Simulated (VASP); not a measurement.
The system is Pb.

```xyz
1
Lattice="0.0000 2.4948 2.4948 2.4948 0.0000 2.4948 2.4948 2.4948 0.0000" Properties=species:S:1:pos:R:3 pbc="T T T"
Pb    0.0000    0.0000    0.0000
```

```yaml
Program: VASP 6.6.1
Task: relaxation of cell and atoms
Functional: PBE
Potentials_or_basis: VASP PAW PBE potentials, release 64 (Pb_d)
Cutoff: 600 eV
k_mesh: 14 × 14 × 14
Occupations: gaussian, width 0.1 eV
Spin: no spin polarisation
```

At the start: pressure 1.3 GPa; volume 31.05 Å³/atom.

Where does the relaxation end?

Over 3 steps the energy falls by 3.8 meV/atom and the volume is 32.01 Å³/atom (+3.1 %); space group Fm-3m (No. 225, to 0.05 Å).

The path:
```tsv
step	energy change (eV)	largest force (eV/Å)	pressure (GPa)	volume (Å³)
1	0.0000	0.0000	1.30	31.05
2	-0.0037	0.0000	-0.22	32.20
3	-0.0038	0.0000	0.01	32.01
```

Final structure:
```
Pb
1.0
     0.00000    2.52019    2.52019
     2.52019    0.00000    2.52019
     2.52019    2.52019    0.00000
Pb
1
Direct
  0.00000 0.00000 0.00000
```
